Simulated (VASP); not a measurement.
# WC (Fm-3m) in VASP: settings compared, part 2 of 2

VASP 6.6.1. The steps go on from the part before.

## (3) Relaxation of cell and atoms, PBE+D4

File INCAR:

```
  PREC = Accurate
  ENCUT = 600
  EDIFF = 1E-6
  ISMEAR = -1
  SIGMA = 0.05
  LREAL = False
  LASPH = True
  NELM = 60
  ALGO = Normal
  ISIF = 3
  LWAVE = False
  LCHARG = False
  GGA = PE
  IVDW = 13
  IBRION = 2
  NSW = 60
  EDIFFG = -0.01
```

File KPOINTS:

```
regular mesh
0
Gamma
  10 10 10
```

File POSCAR:

```
WC
1.0
    0.0000000000      2.1926840000      2.1926840000
    2.1926840000      0.0000000000      2.1926840000
    2.1926840000      2.1926840000      0.0000000000
W C
1 1
Direct
    0.0000000000      0.0000000000      0.0000000000
    0.5000000000      0.5000000000      0.5000000000
```

Potentials or basis: VASP PAW PBE potentials, release 64 (W_sv, C).

The run is started by

```sh
$ cat potpaw_PBE.64/W_sv/POTCAR potpaw_PBE.64/C/POTCAR > POTCAR
$ mpirun -np 1 vasp_std > vasp.out
```

OUTCAR:

```text
PREC = Accurate
   ENCUT = 600
   EDIFF = 1E-6
   ISMEAR = -1
   LREAL = False
   LASPH = True
   NELM = 60
   ISIF = 3
   GGA = PE
   IVDW = 13
   IBRION = 2
   NSW = 60
   EDIFFG = -0.01

 ion  position               nearest neighbor table
   1  0.000  0.000  0.000-   2 2.19   2 2.19   2 2.19   2 2.19   2 2.19   2 2.19
   2  0.500  0.500  0.500-   1 2.19   1 2.19   1 2.19   1 2.19   1 2.19   1 2.19

  LATTYP: Found a face centered cubic cell.
 ALAT       =     4.3853680000

  Lattice vectors:

 A1 = (   0.0000000000,   2.1926840000,   2.1926840000)
 A2 = (   2.1926840000,   0.0000000000,   2.1926840000)
 A3 = (   2.1926840000,   2.1926840000,   0.0000000000)

Analysis of symmetry for initial positions (statically):
=====================================================================
 Subroutine PRICEL returns:
 Original cell was already a primitive cell.

 Routine SETGRP: Setting up the symmetry group for a
 face centered cubic supercell.

 Subroutine GETGRP returns: Found 48 space group operations
 (whereof 48 operations were pure point group operations)
 out of a pool of 48 trial point group operations.

The static configuration has the point symmetry O_h .

Analysis of symmetry for dynamics (positions and initial velocities):
=====================================================================
 Subroutine PRICEL returns:
 Original cell was already a primitive cell.

 Routine SETGRP: Setting up the symmetry group for a
 face centered cubic supercell.

 Subroutine GETGRP returns: Found 48 space group operations
 (whereof 48 operations were pure point group operations)
 out of a pool of 48 trial point group operations.

The dynamic configuration has the point symmetry O_h .

 Subroutine INISYM returns: Found 48 space group operations
 (whereof 48 operations are pure point group operations),
 and found     1 'primitive' translations

----------------------------------------------------------------------------------------

                                     Primitive cell

  volume of cell :      21.0842

  direct lattice vectors                    reciprocal lattice vectors
     0.000000000  2.192684000  2.192684000    -0.228031034  0.228031034  0.228031034
     2.192684000  0.000000000  2.192684000     0.228031034 -0.228031034  0.228031034
     2.192684000  2.192684000  0.000000000     0.228031034  0.228031034 -0.228031034

  length of vectors
     3.100923451  3.100923451  3.100923451     0.394961337  0.394961337  0.394961337

  position of ions in fractional coordinates (direct lattice)
     0.000000000  0.000000000  0.000000000
     0.500000000  0.500000000  0.500000000

  ion indices of the primitive-cell ions
   primitive index   ion index
                 1           1
                 2           2

----------------------------------------------------------------------------------------

 KPOINTS: regular mesh

Automatic generation of k-mesh.
 Grid dimensions read from file:
 generate k-points for:   10   10   10

 Generating k-lattice:

  Cartesian coordinates                     Fractional coordinates (reciprocal lattice)
    -0.022803103  0.022803103  0.022803103     0.100000000  0.000000000  0.000000000
     0.022803103 -0.022803103  0.022803103     0.000000000  0.100000000  0.000000000
     0.022803103  0.022803103 -0.022803103     0.000000000  0.000000000  0.100000000

  Length of vectors
     0.039496134  0.039496134  0.039496134

  Shift w.r.t. Gamma in fractional coordinates (k-lattice)
     0.000000000  0.000000000  0.000000000

 Subroutine IBZKPT returns following result:
 ===========================================

 Found     47 irreducible k-points:

 Following reciprocal coordinates:
            Coordinates               Weight
  0.000000  0.000000  0.000000      1.000000
  0.100000  0.000000  0.000000      8.000000
  0.200000  0.000000  0.000000      8.000000
  0.300000  0.000000  0.000000      8.000000
  0.400000  0.000000  0.000000      8.000000
  0.500000  0.000000  0.000000      4.000000
[... 16 lines left out ...]
  0.300000  0.300000  0.000000      6.000000
  0.400000  0.300000  0.000000     24.000000
 [... further k-points ...]
   k-points           NKPTS =     47   k-points in BZ     NKDIM =     47   number of bands    NBANDS=     13
   number of dos      NEDOS =    301   number of ions     NIONS =      2
   total plane-waves  NPLWV =  21952
   dimension x,y,z NGX =    28 NGY =   28 NGZ =   28
   dimension x,y,z NGXF=    56 NGYF=   56 NGZF=   56
   ions per type =               1   1
   NGX,Y,Z   is equivalent  to a cutoff of  15.01, 15.01, 15.01 a.u.
   NGXF,Y,Z  is equivalent  to a cutoff of  30.02, 30.02, 30.02 a.u.
 SYSTEM =  unknown system
   PREC   = accura    normal or accurate (medium, high low for compatibility)
   ISTART =      0    job   : 0-new  1-cont  2-samecut
   ICHARG =      2    charge: 1-file 2-atom 10-const
   ISPIN  =      1    spin polarized calculation?
   LNONCOLLINEAR =      F non collinear calculations
   LSORBIT =      F    spin-orbit coupling
   LASPH  =      T    aspherical Exc in radial PAW
   ENCUT  =  600.0 eV  44.10 Ry    6.64 a.u.   6.19  6.19  6.19*2*pi/ulx,y,z
   NELM   =     60;   NELMIN=  2; NELMDL= -5     # of ELM steps
   EDIFF  = 0.1E-05   stopping-criterion for ELM
   LREAL  =      F    real-space projection
   EDIFFG = -.1E-01   stopping-criterion for IOM
   NSW    =     60    number of steps for IOM
   IBRION =      2    ionic relax: 0-MD 1-quasi-New 2-CG
   NFREE  =      1    steps in history (QN), initial steepest desc. (CG)
   ISIF   =      3    stress and relaxation
   ISYM   =      2    0-nonsym 1-usesym 2-fastsym
   POTIM  = 0.5000    time-step for ionic-motion
   TEBEG  =    0.0;   TEEND  =   0.0 temperature during run
   PSTRESS=    0.0 pullay stress
   NELECT =      18.0000    total number of electrons
   NUPDOWN=      -1.0000    fix difference up-down
   EMIN   =  10.00;   EMAX   =-10.00  energy-range for DOS
   EFERMI =   0.00;   METHOD = LEGACY
   ISMEAR =    -1;   SIGMA  =   0.05  broadening in eV -4-tet -1-fermi 0-gaus
   EFERMI_NEDOS =   21; number of points for ismear=-14 and -15
   IALGO  =     38    algorithm
   IMIX   =      4    mixing-type and parameters
     AMIX     =   0.40;   BMIX     =  1.00
     AMIX_MAG =   1.60;   BMIX_MAG =  1.00
  volume/ion in A,a.u.               =      10.54        71.14
  Fermi-wavevector in a.u.,A,eV,Ry     =   1.553029  2.934800 32.815887  2.411900
  Thomas-Fermi vector in A             =   2.657319
   LORBIT       =      0    0 simple, 1 ext, 2 COOP (PROOUT), +10 PAW based schemes
   GGA     = PE    functional components
   LHFCALC =     F    Hartree Fock is set to
   AEXX    =    0.0000 exact exchange contribution
   IVDW    =    13    specifies the selected vdW correction
   LEPSILON=     F    determine dielectric tensor
   LRPA    =     F    only Hartree local field effects (RPA)
 conjugate gradient relaxation of ions
 non-spin polarized calculation
  energy-cutoff  :      600.00
  volume of cell :       21.08
 maximum number of plane-waves:       725
 NGX is ok and might be reduce to    28
   NGX = 13   NGY = 13   NGZ = 13

--------------------------------------- Ionic step        1  -------------------------------------------

 number of electron      18.0000001 magnetization

 Free energy of the ion-electron system (eV)
  ---------------------------------------------------
  ext. energy  EPLUGINS =         0.00000000
  ---------------------------------------------------
  free energy    TOTEN  =       -21.57294154 eV

  energy without entropy =      -21.56643420  energy(sigma->0) =      -21.56968787

------------------------ aborting loop because EDIFF is reached ----------------------------------------

  DFT-D4 for vdW energy calculation

  Edisp (eV):   -0.96233
[... 71 lines left out ...]
--------------------------------------- Ionic step        3  -------------------------------------------

 number of electron      18.0000001 magnetization

 Free energy of the ion-electron system (eV)
  ---------------------------------------------------
  ext. energy  EPLUGINS =         0.00000000
  ---------------------------------------------------
  free energy    TOTEN  =       -21.56460140 eV

  energy without entropy =      -21.55823988  energy(sigma->0) =      -21.56142064

 E-fermi :  12.7691     XC(G=0): -13.8289

 val. band max:       12.6794625300   @ k =   0.3000   0.2000   0.1000
 cond. band min:      12.7891365205   @ k =  -0.1000   0.1000   0.0000
 fundamental gap:      0.1096739905
 Fermi energy:        12.7690602960

 k-point     1 :       0.0000    0.0000    0.0000
  band No.  band energies     occupation
      1     -62.7041      2.00000
      2     -26.6963      2.00000
      3     -26.6963      2.00000
      4     -26.6963      2.00000
      5      -3.2703      2.00000
      6       9.8980      2.00000
      7       9.8980      2.00000
      8       9.8980      2.00000
      9      11.6079      2.00000
     10      11.6079      2.00000
     11      11.6079      2.00000
     12      11.7422      2.00000
     13      11.7422      2.00000
[... 354 lines left out ...]
  band No.  band energies     occupation
      1     -62.6604      2.00000
      2     -27.1608      2.00000
      3     -26.8869      2.00000
      4     -26.8677      2.00000
      5      -0.7913      2.00000
      6       5.5449      2.00000
      7       7.0800      2.00000
      8       8.9856      2.00000
      9       9.8776      2.00000
     10      13.7959      0.00000
     11      15.2366      0.00000
     12      15.5571      0.00000
     13      19.2205      0.00000

 [... further k-points ...]

------------------------ aborting loop because EDIFF is reached ----------------------------------------

  DFT-D4 for vdW energy calculation

  Edisp (eV):   -0.98109
[... 25 lines left out ...]
  FREE ENERGIE OF THE ION-ELECTRON SYSTEM (eV)
  ---------------------------------------------------
  free  energy   TOTEN  =       -22.5456874549 eV

  energy  without entropy=      -22.5393259324  energy(sigma->0) =      -22.54250669

 reached required accuracy - stopping structural energy minimisation
```

OSZICAR:

```text
N       E                     dE             d eps       ncg     rms          rms(c)
DAV:   1     0.116680830536E+03    0.11668E+03   -0.10607E+04  1230   0.169E+03
DAV:   2    -0.207605221242E+02   -0.13744E+03   -0.13377E+03  1392   0.401E+02
DAV:   3    -0.250183334741E+02   -0.42578E+01   -0.42273E+01  1475   0.627E+01
[... 23 lines left out ...]
DAV:   3    -0.215749457352E+02    0.53259E-01   -0.11851E-01  1377   0.262E+00    0.728E-01
DAV:   4    -0.215644538886E+02    0.10492E-01   -0.32348E-02  1487   0.212E+00    0.628E-01
DAV:   5    -0.215647137317E+02   -0.25984E-03   -0.15484E-03  1398   0.480E-01    0.697E-02
DAV:   6    -0.215646004526E+02    0.11328E-03   -0.33575E-04  1437   0.128E-01    0.911E-03
DAV:   7    -0.215646013999E+02   -0.94727E-06   -0.98074E-06  1287   0.307E-02
   3 F= -.22545687E+02 E0= -.22542507E+02  d E =-.104110E-01
```

CONTCAR:

```text
WC
   1.00000000000000
    -0.0000000000000000    2.1777824269638724    2.1777824269638724
     2.1777824269638724    0.0000000000000000    2.1777824269638724
     2.1777824269638724    2.1777824269638724    0.0000000000000000
  W               C
     1     1
Direct
     0.0000000000000000    0.0000000000000000    0.0000000000000000
     0.5000000000000000    0.5000000000000000    0.5000000000000000

  0.00000000E+00  0.00000000E+00  0.00000000E+00
  0.00000000E+00  0.00000000E+00  0.00000000E+00
```

It took 26 s on 1 thread of AMD EPYC 9R45 (Zen 5), shared host; peak memory 0.15 GiB.

What came out:

```yaml
Free_energy: -22.5457 eV
Relaxed_volume: 10.33 Å³/atom
Relaxed_cell: a = 3.080 Å, b = 3.080 Å, c = 3.080 Å, α = 60.00°, β = 60.00°, γ = 60.00°
Space_group_after_relaxing_to_0.05_Å: Fm-3m (No. 225)
Energy_gained_by_relaxing: 5.2 meV/atom
Ionic_steps: 3
Pressure_after_relaxing: -0.1 GPa
Dispersion_energy_per_atom: -0.491 eV
```

Step by step:
| step | energy change (eV) | largest force (eV/Å) | pressure (GPa) | volume (Å³) |
| --- | --- | --- | --- | --- |
| 1 | 0.0000 | 0.0000 | -7.59 | 21.08 |
| 2 | 0.0598 | 0.0000 | 22.49 | 19.60 |
| 3 | -0.0104 | 0.0000 | -0.07 | 20.66 |

Final structure:
```
W C
1.0
     0.00000    2.17778    2.17778
     2.17778    0.00000    2.17778
     2.17778    2.17778    0.00000
W C
1 1
Direct
  0.00000 0.00000 0.00000
  0.50000 0.50000 0.50000
```

Caveat: the bands computed are all filled at some k points, so no gap is given; spin-orbit coupling is left out, which moves the levels of the heavy elements.
